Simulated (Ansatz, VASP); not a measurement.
BaZnH4: VASP beside Ansatz

```
CELL_PARAMETERS angstrom
3.77809 0.00000 0.00000
0.00000 3.77809 0.00000
0.00000 0.00000 5.05148
ATOMIC_POSITIONS crystal
Ba 0.50000 0.50000 0.50000
Zn 0.00000 0.00000 0.00000
H 0.00000 0.00000 0.67251
H 0.50000 0.00000 0.00000
H 0.00000 0.50000 0.00000
H 0.00000 0.00000 0.32749
```

Alike in both runs: functional PBE; k mesh 10 × 10 × 8; occupations gaussian, width 0.1 eV; no spin polarisation.

Ansatz relaxed the structure, and its values are those at the end. VASP's run is a single point on that final structure, the one shown.

|  | VASP | Ansatz |
| --- | --- | --- |
| version | VASP 6.6.1 | Ansatz 0.2.0 |
| potentials or method | VASP PAW PBE potentials, release 64 (Ba_sv, Zn, H), cutoff 520 eV | scalar-relativistic, plane waves, PAW |
| valence electrons in the cell | 26 | 26 |

Ansatz gave:

```
gap on the k mesh at the Fermi level (eV) : none
pressure (GPa)                            : 0.0
rms of the force components (eV/Å)        : 0.000
```

Estimate VASP's values.

gap on the k mesh at the Fermi level (eV): none; pressure (GPa): 0.7; rms of the force components (eV/Å): 0.003.

A gap of «none» marks a metal or a gap that the smearing closes.

Spin-orbit coupling is off throughout.
